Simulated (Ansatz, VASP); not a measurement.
# One calculation of C, two programs

```
C
1.0
     0.00000    1.78014    1.78014
     1.78014    0.00000    1.78014
     1.78014    1.78014    0.00000
C
2
Cartesian
  0.0000 0.0000 0.0000
  0.8901 0.8901 0.8901
```

Alike in both runs: functional r2SCAN; k mesh 12 × 12 × 12; occupations gaussian, width 0.02 eV; no spin polarisation.

Ansatz relaxed the structure, and its values are those at the end. VASP's run is a single point on that final structure, the one shown.

|  | VASP | Ansatz |
| --- | --- | --- |
| version | VASP 6.6.1 | Ansatz 0.2.0 |
| potentials or method | VASP PAW PBE potentials, release 64 (C_h), cutoff 910 eV | scalar-relativistic, plane waves, PAW |
| valence electrons in the cell | 8 | 8 |

Ansatz gave:

* gap on the k mesh at the Fermi level (eV): 4.39
* least direct gap on the mesh (eV): 5.90

Problem. What did VASP give for the same quantities?

Solution. gap on the k mesh at the Fermi level (eV): 4.39; least direct gap on the mesh (eV): 5.89.

VASP's potentials were made for PBE, not for r2SCAN. With one functional, cell and mesh, what is left measures potentials, basis and numerics.

Noted on VASP's run: the cutoff is under 1.25 times that of the potentials, so the pressure is a little rough.
